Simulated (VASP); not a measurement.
# Ti2SeS (R-3m) in VASP: single point with PBE

Aim: the single point of Ti2SeS with PBE.

All numbers are computed with VASP 6.6.1; they aren't measurements. Logs are shortened: lines on timing, memory, paths and dates and some standing lists are left out, and cuts for length are marked.

### Step 1. The cell of the first run

The structure is trigonal, space group R-3m (No. 166). The conventional cell has a = 3.592 Å, b = 3.592 Å, c = 17.911 Å, α = 90.00°, β = 90.00°, γ = 120.00°. Ti (site symmetry 3m) has 3 S at 2.39 Å and 3 Se at 2.75 Å and 3 Ti at 3.14 Å within 3.2 Å. Within 3.6 Å of Se (site symmetry -3m) lie 6 Ti at 2.75 Å and 6 Se at 3.59 Å. Within 3.2 Å of S (site symmetry -3m) lie 6 Ti at 2.39 Å.

### Step 2. Single point, PBE, collinear spin, ferromagnetic start

Contents of INCAR:

```
SYSTEM = Ti2SeS
ALGO     = Normal         ! electronic algorithm
EDIFF    = 1E-6           ! SCF threshold, eV
ENCUT    = 520            ! plane-wave cutoff, eV
GGA      = PE             ! functional
ISIF     = 2              ! what is computed and relaxed
ISMEAR   = 0              ! smearing method
ISPIN    = 2              ! spin polarisation
LASPH    = .True.         ! aspherical terms in the spheres
LCHARG   = .True.         ! write CHGCAR
LELF     = .True.         ! ELF
LMAXMIX  = 4              ! l up to which the mixer works
LORBIT   = 11             ! projections on sites
LREAL    = .False.        ! projectors in reciprocal space
LVHAR    = .True.       
LWAVE    = .False.        ! write WAVECAR
MAGMOM   = 1 1 0 0        ! initial moments
NBANDS   = 30             ! bands
NELM     = 150            ! most SCF steps
PREC     = Accurate       ! precision mode
SIGMA    = 0.15           ! smearing width, eV
```

Contents of KPOINTS:

```
k-points
0
Gamma
  4 4 4
  0 0 0
```

Contents of POSCAR:

```
Ti2SeS
1.0
    1.7957505962      1.0367770901      5.9702976256
   -1.7957505962      1.0367770901      5.9702976256
    0.0000000000     -2.0735541802      5.9702976256
Ti Se S
2 1 1
Direct
    0.2674964123      0.2674964123      0.2674964123
    0.7325035877      0.7325035877      0.7325035877
    0.5000000000      0.5000000000      0.5000000000
    0.0000000000      0.0000000000      0.0000000000
```

Potentials or basis: VASP PAW PBE potentials, release 64 (Ti_sv, Se, S).

On the command line:

```console
> cat potpaw_PBE.64/Ti_sv/POTCAR potpaw_PBE.64/Se/POTCAR potpaw_PBE.64/S/POTCAR > POTCAR
> mpirun -np 1 vasp_std > vasp.out
```

OUTCAR:

```text
SYSTEM = Ti2SeS
   EDIFF = 1E-6
   ENCUT = 520
   GGA = PE
   ISIF = 2
   ISMEAR = 0
   ISPIN = 2
   LASPH = .True.
   LORBIT = 11
   LREAL = .False.
   NELM = 150
   PREC = Accurate

 ion  position               nearest neighbor table
   1  0.267  0.267  0.267-   4 2.39   4 2.39   4 2.39   3 2.75   3 2.75   3 2.75
   2  0.733  0.733  0.733-   4 2.39   4 2.39   4 2.39   3 2.75   3 2.75   3 2.75
   3  0.500  0.500  0.500-   1 2.75   2 2.75   1 2.75   1 2.75   2 2.75   2 2.75
   4  0.000  0.000  0.000-   2 2.39   1 2.39   2 2.39   2 2.39   1 2.39   1 2.39

  LATTYP: Found a trigonal (rhomboedric) cell.
 ALAT       =     6.3201329635
 COS(alpha) =     0.8385382690

  Lattice vectors:

 A1 = (   1.7957505962,   1.0367770901,   5.9702976256)
 A2 = (  -1.7957505962,   1.0367770901,   5.9702976256)
 A3 = (   0.0000000000,  -2.0735541802,   5.9702976256)

Analysis of symmetry for initial positions (statically):
=====================================================================
 Subroutine PRICEL returns:
 Original cell was already a primitive cell.

 Routine SETGRP: Setting up the symmetry group for a
 trigonal (rhombohedral) supercell.

 Subroutine GETGRP returns: Found 12 space group operations
 (whereof 12 operations were pure point group operations)
 out of a pool of 12 trial point group operations.

The static configuration has the point symmetry D_3d.

Analysis of symmetry for dynamics (positions and initial velocities):
=====================================================================
 Subroutine PRICEL returns:
 Original cell was already a primitive cell.

 Routine SETGRP: Setting up the symmetry group for a
 trigonal (rhombohedral) supercell.

 Subroutine GETGRP returns: Found 12 space group operations
 (whereof 12 operations were pure point group operations)
 out of a pool of 12 trial point group operations.

The dynamic configuration has the point symmetry D_3d.

Analysis of structural, dynamic, and magnetic symmetry:
=====================================================================
 Subroutine PRICEL returns:
 Original cell was already a primitive cell.

 Routine SETGRP: Setting up the symmetry group for a
 trigonal (rhombohedral) supercell.

 Subroutine GETGRP returns: Found 12 space group operations
 (whereof 12 operations were pure point group operations)
 out of a pool of 12 trial point group operations.

The overall configuration has the point symmetry D_3d.

 Subroutine INISYM returns: Found 12 space group operations
 (whereof 12 operations are pure point group operations),
 and found     1 'primitive' translations

----------------------------------------------------------------------------------------

                                     Primitive cell

  volume of cell :      66.6928

  direct lattice vectors                    reciprocal lattice vectors
     1.795750596  1.036777090  5.970297626     0.278435102  0.160754581  0.055831946
    -1.795750596  1.036777090  5.970297626    -0.278435102  0.160754581  0.055831946
     0.000000000 -2.073554180  5.970297626     0.000000000 -0.321509162  0.055831946

  length of vectors
     6.320132964  6.320132964  6.320132964     0.326320927  0.326320927  0.326320927

  position of ions in fractional coordinates (direct lattice)
     0.267496412  0.267496412  0.267496412
     0.732503588  0.732503588  0.732503588
     0.500000000  0.500000000  0.500000000
     0.000000000  0.000000000  0.000000000

  ion indices of the primitive-cell ions
   primitive index   ion index
                 1           1
                 2           2
                 3           3
                 4           4

----------------------------------------------------------------------------------------

 KPOINTS: k-points

Automatic generation of k-mesh.
 Grid dimensions read from file:
 generate k-points for:    4    4    4

 Generating k-lattice:

  Cartesian coordinates                     Fractional coordinates (reciprocal lattice)
     0.069608775  0.040188645  0.013957986     0.250000000 -0.000000000  0.000000000
    -0.069608775  0.040188645  0.013957986    -0.000000000  0.250000000  0.000000000
     0.000000000 -0.080377290  0.013957986     0.000000000  0.000000000  0.250000000

  Length of vectors
     0.081580232  0.081580232  0.081580232

  Shift w.r.t. Gamma in fractional coordinates (k-lattice)
     0.000000000  0.000000000  0.000000000

 Subroutine IBZKPT returns following result:
 ===========================================

 Found     13 irreducible k-points:

 Following reciprocal coordinates:
            Coordinates               Weight
  0.000000  0.000000  0.000000      1.000000
  0.250000 -0.000000  0.000000      6.000000
  0.500000 -0.000000  0.000000      3.000000
  0.250000  0.250000  0.000000      6.000000
  0.500000  0.250000  0.000000     12.000000
 -0.250000  0.250000  0.000000      6.000000
  0.500000  0.500000  0.000000      3.000000
  0.250000  0.250000  0.250000      2.000000
  0.500000  0.250000  0.250000      6.000000
 -0.250000  0.250000  0.250000      6.000000
  0.500000  0.500000  0.250000      6.000000
 -0.250000  0.500000  0.250000      6.000000
  0.500000  0.500000  0.500000      1.000000
   k-points           NKPTS =     13   k-points in BZ     NKDIM =     13   number of bands    NBANDS=     30
   number of dos      NEDOS =    301   number of ions     NIONS =      4
   total plane-waves  NPLWV = 110592
   dimension x,y,z NGX =    48 NGY =   48 NGZ =   48
   dimension x,y,z NGXF=    96 NGYF=   96 NGZF=   96
   ions per type =               2   1   1
   NGX,Y,Z   is equivalent  to a cutoff of  12.63, 12.63, 12.63 a.u.
   NGXF,Y,Z  is equivalent  to a cutoff of  25.25, 25.25, 25.25 a.u.
 SYSTEM =  Ti2SeS
   PREC   = accura    normal or accurate (medium, high low for compatibility)
   ISTART =      0    job   : 0-new  1-cont  2-samecut
   ICHARG =      2    charge: 1-file 2-atom 10-const
   ISPIN  =      2    spin polarized calculation?
   LNONCOLLINEAR =      F non collinear calculations
   LSORBIT =      F    spin-orbit coupling
   LASPH  =      T    aspherical Exc in radial PAW
   ENCUT  =  520.0 eV  38.22 Ry    6.18 a.u.  11.75 11.75 11.75*2*pi/ulx,y,z
   NELM   =    150;   NELMIN=  2; NELMDL= -5     # of ELM steps
   EDIFF  = 0.1E-05   stopping-criterion for ELM
   LREAL  =      F    real-space projection
   EDIFFG = 0.1E-04   stopping-criterion for IOM
   NSW    =      0    number of steps for IOM
   IBRION =     -1    ionic relax: 0-MD 1-quasi-New 2-CG
   NFREE  =      0    steps in history (QN), initial steepest desc. (CG)
   ISIF   =      2    stress and relaxation
   ISYM   =      2    0-nonsym 1-usesym 2-fastsym
   POTIM  = 0.5000    time-step for ionic-motion
   TEBEG  =    0.0;   TEEND  =   0.0 temperature during run
   PSTRESS=    0.0 pullay stress
   NELECT =      36.0000    total number of electrons
   NUPDOWN=      -1.0000    fix difference up-down
   EMIN   =  10.00;   EMAX   =-10.00  energy-range for DOS
   EFERMI =   0.00;   METHOD = LEGACY
   ISMEAR =     0;   SIGMA  =   0.15  broadening in eV -4-tet -1-fermi 0-gaus
   EFERMI_NEDOS =   21; number of points for ismear=-14 and -15
   IALGO  =     38    algorithm
   IMIX   =      4    mixing-type and parameters
     AMIX     =   0.40;   BMIX     =  1.00
     AMIX_MAG =   1.60;   BMIX_MAG =  1.00
  volume/ion in A,a.u.               =      16.67       112.52
  Fermi-wavevector in a.u.,A,eV,Ry     =   1.332957  2.518923 24.174480  1.776774
  Thomas-Fermi vector in A             =   2.461852
   LORBIT       =     11    0 simple, 1 ext, 2 COOP (PROOUT), +10 PAW based schemes
   GGA     = PE    functional components
   LHFCALC =     F    Hartree Fock is set to
   AEXX    =    0.0000 exact exchange contribution
   IVDW    =     0    specifies the selected vdW correction
   LEPSILON=     F    determine dielectric tensor
   LRPA    =     F    only Hartree local field effects (RPA)
 spin polarized calculation
 Gauss-broadening in eV      SIGMA  =   0.15
  energy-cutoff  :      520.00
  volume of cell :       66.69
 maximum number of plane-waves:      1822
 NGX is ok and might be reduce to    48
   NGX = 23   NGY = 23   NGZ = 23

 number of electron      35.9999996 magnetization      -0.0108827

 number of electron      35.9999996 magnetization       0.0003742

 Free energy of the ion-electron system (eV)
  ---------------------------------------------------
  ext. energy  EPLUGINS =         0.00000000
  ---------------------------------------------------
  free energy    TOTEN  =       -27.91335478 eV

  energy without entropy =      -27.88461048  energy(sigma->0) =      -27.89898263

 E-fermi :   9.0408     XC(G=0): -11.2576

 val. band max:        8.9125683656   @ k =   0.5000   0.5000   0.5000
 cond. band min:       9.0548581370   @ k =   0.2500  -0.0000   0.0000
 fundamental gap:      0.1422897714
 Fermi energy:         9.0407797743

 spin component 1

 k-point     1 :       0.0000    0.0000    0.0000
  band No.  band energies     occupation
      1     -48.5567      1.00000
      2     -48.5283      1.00000
      3     -24.9674      1.00000
      4     -24.8316      1.00000
      5     -24.8316      1.00000
      6     -24.7956      1.00000
[... 22 lines left out ...]
     29      15.6351      0.00000
     30      15.6351      0.00000

 k-point     2 :       0.2500   -0.0000    0.0000
  band No.  band energies     occupation
      1     -48.5497      1.00000
      2     -48.5287      1.00000
      3     -24.9530      1.00000
      4     -24.8881      1.00000
      5     -24.8497      1.00000
      6     -24.8242      1.00000
[... 355 lines left out ...]
 k-point    13 :       0.5000    0.5000    0.5000
  band No.  band energies     occupation
      1     -48.5561      1.00000
      2     -48.5288      1.00000
      3     -24.9549      1.00000
      4     -24.8313      1.00000
      5     -24.8313      1.00000
      6     -24.7988      1.00000
[... 22 lines left out ...]
     29      16.8492      0.00000
     30      17.2210      0.00000
 Fermi energy:         9.0407797743

 spin component 2

 k-point     1 :       0.0000    0.0000    0.0000
  band No.  band energies     occupation
      1     -48.5566      1.00000
      2     -48.5282      1.00000
      3     -24.9672      1.00000
      4     -24.8315      1.00000
      5     -24.8315      1.00000
      6     -24.7955      1.00000
[... 22 lines left out ...]
     29      15.6351      0.00000
     30      15.6351      0.00000

 k-point     2 :       0.2500   -0.0000    0.0000
  band No.  band energies     occupation
      1     -48.5496      1.00000
      2     -48.5286      1.00000
      3     -24.9528      1.00000
      4     -24.8880      1.00000
      5     -24.8496      1.00000
      6     -24.8241      1.00000
[... 355 lines left out ...]
 k-point    13 :       0.5000    0.5000    0.5000
  band No.  band energies     occupation
      1     -48.5560      1.00000
      2     -48.5287      1.00000
      3     -24.9548      1.00000
      4     -24.8312      1.00000
      5     -24.8312      1.00000
      6     -24.7986      1.00000
[... 22 lines left out ...]
     29      16.8493      0.00000
     30      17.2168      0.00000

------------------------ aborting loop because EDIFF is reached ----------------------------------------

  FORCE on cell =-STRESS in cart. coord.  units (eV):
  Direction    XX          YY          ZZ          XY          YZ          ZX
  --------------------------------------------------------------------------------------
  -------------------------------------------------------------------------------------
  Total        0.0678834      0.0678834      0.0577731      0.0000000      0.0000000      0.0000000
  in kB        1.6307796      1.6307796      1.3878988      0.0000000      0.0000000      0.0000000
  external PRESSURE =       1.5498194 kB  Pullay stress =       0.0000000 kB

 VOLUME and BASIS-vectors are now :
 -----------------------------------------------------------------------------
  energy-cutoff  :      520.00
  volume of cell :       66.69
      direct lattice vectors                 reciprocal lattice vectors
     1.795750596  1.036777090  5.970297626     0.278435102  0.160754581  0.055831946
    -1.795750596  1.036777090  5.970297626    -0.278435102  0.160754581  0.055831946
     0.000000000 -2.073554180  5.970297626     0.000000000 -0.321509162  0.055831946

 POSITION                                       TOTAL-FORCE (eV/Angst)
 -----------------------------------------------------------------------------------
      0.00000      0.00000      4.79110         0.000000     -0.000000     -0.022473
      0.00000      0.00000     13.11979         0.000000      0.000000      0.022473
      0.00000      0.00000      8.95545         0.000000      0.000000      0.000000
      0.00000      0.00000      0.00000        -0.000000      0.000000     -0.000000
 -----------------------------------------------------------------------------------
    total drift:                                0.000000      0.000000     -0.000000

  FREE ENERGIE OF THE ION-ELECTRON SYSTEM (eV)
  ---------------------------------------------------
  free  energy   TOTEN  =       -27.9133547781 eV

  energy  without entropy=      -27.8846104818  energy(sigma->0) =      -27.89898263

 total charge

# of ion       s       p       d       tot
------------------------------------------
    1        2.140   6.106   2.032  10.278
    2        2.140   6.106   2.032  10.278
    3        1.436   2.442   0.035   3.914
    4        1.312   2.480   0.000   3.792
--------------------------------------------------
tot          7.028  17.135   4.100  28.263

 magnetization (x)

# of ion       s       p       d       tot
------------------------------------------
    1        0.000   0.000   0.000   0.000
    2        0.000   0.000   0.000   0.000
    3        0.000  -0.000   0.000  -0.000
    4        0.000  -0.000   0.000  -0.000
--------------------------------------------------
tot          0.000  -0.000   0.000   0.000
```

Wall time 53 s (1 thread of Intel Xeon 6975P-C (Granite Rapids), shared host); peak memory 0.41 GiB.

What came out:

```yaml
Free_energy: -27.9134 eV
Pressure: 0.2 GPa
Largest_force: 0.022 eV/Å
Band_gap_on_the_k_mesh: zero (filled and empty bands overlap)
Net_moment: 0.00 μB per cell
Valence_electrons_inside_the_program's_atomic_spheres: Ti 10.28; Se 3.91; S 3.79
```

Forces on the atoms (eV/Å):
```
Ti   0.000  0.000 -0.022
Ti   0.000  0.000  0.022
Se   0.000  0.000  0.000
S    0.000  0.000  0.000
```

Levels at points of the mesh, in eV from the Fermi level:
Spin up:
| k point | band 15 | band 16 | band 17 | band 18 | band 19 | band 20 | band 21 | band 22 |
| --- | --- | --- | --- | --- | --- | --- | --- | --- |
| (0.00, 0.00, 0.00) | -1.48 | -1.48 | -1.09 | -1.09 | -0.36 | -0.30 | -0.30 | 1.12 |
| (0.50, 0.00, 0.00) | -4.82 | -3.15 | -1.71 | 0.65 | 0.65 | 0.86 | 0.98 | 1.21 |
| (0.50, 0.50, 0.00) | -3.94 | -3.01 | -2.54 | 0.31 | 0.63 | 0.71 | 0.98 | 1.35 |
| (0.50, 0.50, 0.50) | -2.44 | -2.44 | -0.88 | -0.88 | -0.13 | 0.67 | 0.74 | 0.74 |
Spin down:
```csv
k point,band 15,band 16,band 17,band 18,band 19,band 20,band 21,band 22
"(0.00, 0.00, 0.00)",-1.48,-1.48,-1.09,-1.09,-0.36,-0.30,-0.30,1.12
"(0.50, 0.00, 0.00)",-4.82,-3.15,-1.71,0.65,0.65,0.86,0.98,1.21
"(0.50, 0.50, 0.00)",-3.94,-3.01,-2.54,0.31,0.63,0.71,0.98,1.35
"(0.50, 0.50, 0.50)",-2.44,-2.44,-0.88,-0.88,-0.13,0.67,0.74,0.74
```

Caveat: the k points lie up to 0.51 Å⁻¹ apart.
